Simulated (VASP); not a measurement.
PbSe:

```
Pb Se
1.0
     0.00000    3.08870    3.08870
     3.08870    0.00000    3.08870
     3.08870    3.08870    0.00000
Pb Se
1 1
Direct
  0.00000 0.00000 0.00000
  0.50000 0.50000 0.50000
```

Program: VASP 6.6.1. Alike in all runs: task single point; no spin polarisation; cell as given; k mesh 4 × 4 × 4; cutoff (eV) 520; smearing gaussian 0.01 eV. Hardware: 1 thread of Intel Xeon 8259CL, with other jobs on the host.

Order these runs on this cell by their wall time, lowest first.
A. level r2SCAN; potentials or basis VASP PAW PBE potentials, release 64 (Pb_d, Se)
B. level HSE06; potentials or basis VASP PAW PBE potentials, release 64 (Pb_d, Se); grid for exact exchange (PRECFOCK) Normal; screening parameter 0.2079 1/Å
C. level LDA; potentials or basis VASP PAW LDA potentials, release 64 (Pb_d, Se)

C (9 s), A (37 s), B (1500 s).

Caveats: all runs use coarse meshes.
